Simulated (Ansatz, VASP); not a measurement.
**Two plane-wave programs on SrO**

```
Sr O
1.0
     4.48637    0.00000    0.00000
     0.00000    4.48637    0.00000
     0.00000    0.00000    3.59663
Sr O
2 2
Direct
  0.50000 0.00000 0.27037
  0.00000 0.50000 0.78524
  0.00000 0.00000 0.00000
  0.50000 0.50000 0.00000
```

Alike in both runs: task single point; functional PBE; k mesh 8 × 8 × 10; occupations gaussian, width 0.05 eV; no spin polarisation.

|  | VASP | Ansatz |
| --- | --- | --- |
| version | VASP 6.6.1 | Ansatz 0.2.0 |
| potentials or method | VASP PAW PBE potentials, release 64 (Sr_sv, O), cutoff 520 eV | scalar-relativistic, plane waves, PAW |
| valence electrons in the cell | 32 | 32 |

|  | VASP | Ansatz | Ansatz less VASP |
| --- | --- | --- | --- |
| gap on the k mesh at the Fermi level (eV) | 2.32 | 2.34 | +0.015 |
| least direct gap on the mesh (eV) | 2.42 | 2.43 | +0.015 |
| pressure (GPa) | 4.1 | 3.4 | -0.73 |
| traceless stress, the component that is largest in VASP (GPa) | -0.37 | -0.01 | +0.362 |
| rms of the force components (eV/Å) | 0.337 | 0.308 | -0.0294 |

Atom by atom the forces differ by 0.033 eV/Å (rms over components).
